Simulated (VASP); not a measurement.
A run of VASP 6.6.1 is set up as follows.

Contents of INCAR:

```
SYSTEM = Cs
PREC     = Accurate       ! precision mode
ENCUT    = 500            ! plane-wave cutoff, eV
EDIFF    = 1E-7           ! SCF threshold, eV
ISMEAR   = -1             ! smearing method
SIGMA    = 0.05           ! smearing width, eV
LREAL    = .FALSE.        ! projectors in reciprocal space
LASPH    = .TRUE.         ! aspherical terms in the spheres
NELM     = 120            ! most SCF steps
ALGO     = Normal         ! electronic algorithm
ISIF     = 3              ! what is computed and relaxed
LWAVE    = .FALSE.        ! write WAVECAR
LCHARG   = .FALSE.        ! write CHGCAR
GGA      = PS             ! functional
IBRION   = 2              ! ionic algorithm
NSW      = 60             ! ionic steps
EDIFFG   = -0.03          ! ionic threshold
PSTRESS  = 150.0        
GGA_COMPAT= .FALSE.      
NELMIN   = 4
```

File KPOINTS:

```
regular mesh
0
G
  5 5 5
  0 0 0
```

File POSCAR:

```
Cs
1.0
   -3.0350000000      3.0350000000      3.0350000000
    3.0350000000     -3.0350000000      3.0350000000
    3.0350000000      3.0350000000     -3.0350000000
Cs
1
Direct
    0.0000000000      0.0000000000      0.0000000000
```

Potentials or basis: VASP PAW PBE potentials, release 64 (Cs_sv).

Launch:

```bash
$ cat potpaw_PBE.64/Cs_sv/POTCAR > POTCAR
$ mpirun -np 1 vasp_std > vasp.out
```

Q: Estimate the relaxed volume.

A: 29.49 Å³/atom.

Q: Estimate the band gap on the k mesh.

A: Zero (an odd number of electrons rules out a gap without spin polarisation).

Q: Estimate the relaxed cell.

A: a = 3.371 Å, b = 3.371 Å, c = 3.371 Å, α = 109.47°, β = 109.47°, γ = 109.47°.

Q: Estimate the space group after relaxing (to 0.1 Å).

A: Im-3m (No. 229).

Final structure:
```cif
data_structure
_symmetry_space_group_name_H-M 'P 1'
_symmetry_Int_Tables_number 1
_cell_length_a 3.3711
_cell_length_b 3.3711
_cell_length_c 3.3711
_cell_angle_alpha 109.471
_cell_angle_beta 109.471
_cell_angle_gamma 109.471
_cell_volume 29.49
loop_
_atom_site_label
_atom_site_type_symbol
_atom_site_fract_x
_atom_site_fract_y
_atom_site_fract_z
_atom_site_occupancy
Cs1 Cs 0.00000 0.00000 0.00000 1
```

Caveat: the cell is relaxed towards a set pressure, so the run minimises the enthalpy, not the energy; the volume moved by over 15 % at a fixed basis, so the end points are rough; the PAW data sets were made with another functional, which shifts forces and pressure a little; spin-orbit coupling is left out, which moves the levels of the heavy elements.
